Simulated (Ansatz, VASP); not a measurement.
# Two plane-wave programs on InSb

```
CELL_PARAMETERS angstrom
0.00000 3.24970 3.24970
3.24970 0.00000 3.24970
3.24970 3.24970 0.00000
ATOMIC_POSITIONS crystal
In 0.00000 0.00000 0.00000
Sb 0.25000 0.25000 0.25000
```

Alike in both runs: task single point; functional PBE; k mesh 12 × 12 × 12; occupations gaussian, width 0.1 eV; no spin polarisation.

|  | VASP | Ansatz |
| --- | --- | --- |
| version | VASP 6.6.1 | Ansatz 0.2.0 |
| potentials or method | VASP PAW PBE potentials, release 64 (In_d, Sb), cutoff 520 eV | scalar-relativistic, plane waves, PAW |
| valence electrons in the cell | 18 | 28 |

```tsv
	VASP	Ansatz	Ansatz less VASP
gap on the k mesh at the Fermi level (eV)	none	none	-
pressure (GPa)	2.6	2.6	+0.03
```

A gap of «none» marks a metal or a gap that the smearing closes. The functional is the same, so the differences come from potentials, cutoffs and numerics. VASP's potentials hold 18 valence electrons a cell and Ansatz's 28, so a difference there can come from the potentials and not from the codes.

Spin-orbit coupling is off throughout.
